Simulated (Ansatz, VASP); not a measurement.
# Two plane-wave programs on Zr2Pd2Se

```
CELL_PARAMETERS angstrom
4.48813 0.00000 0.00000
-2.24407 3.88684 0.00000
0.00000 0.00000 7.83703
ATOMIC_POSITIONS crystal
Zr 0.00000 0.00000 0.32210
Zr 0.00000 0.00000 0.67790
Pd 0.33333 0.66667 0.50000
Pd 0.66667 0.33333 0.50000
Se 0.00000 0.00000 0.00000
```

Alike in both runs: functional PBE; k mesh 12 × 12 × 6; occupations gaussian, width 0.1 eV; no spin polarisation.

Ansatz relaxed the structure, and its values are those at the end. VASP's run is a single point on that final structure, the one shown.

|  | VASP | Ansatz |
| --- | --- | --- |
| version | VASP 6.6.1 | Ansatz 0.2.0 |
| potentials or method | VASP PAW PBE potentials, release 64 (Zr_sv, Pd, Se), cutoff 520 eV | scalar-relativistic, plane waves, PAW |
| valence electrons in the cell | 50 | 76 |

|  | VASP | Ansatz | Ansatz less VASP |
| --- | --- | --- | --- |
| gap on the k mesh at the Fermi level (eV) | none | none | - |
| pressure (GPa) | -0.1 | 0.0 | +0.07 |
| rms of the force components (eV/Å) | 0.008 | 0.002 | -0.0053 |

A gap of «none» marks a metal or a gap that the smearing closes. VASP's potentials hold 50 valence electrons a cell and Ansatz's 76, so a difference there can come from the potentials and not from the codes.
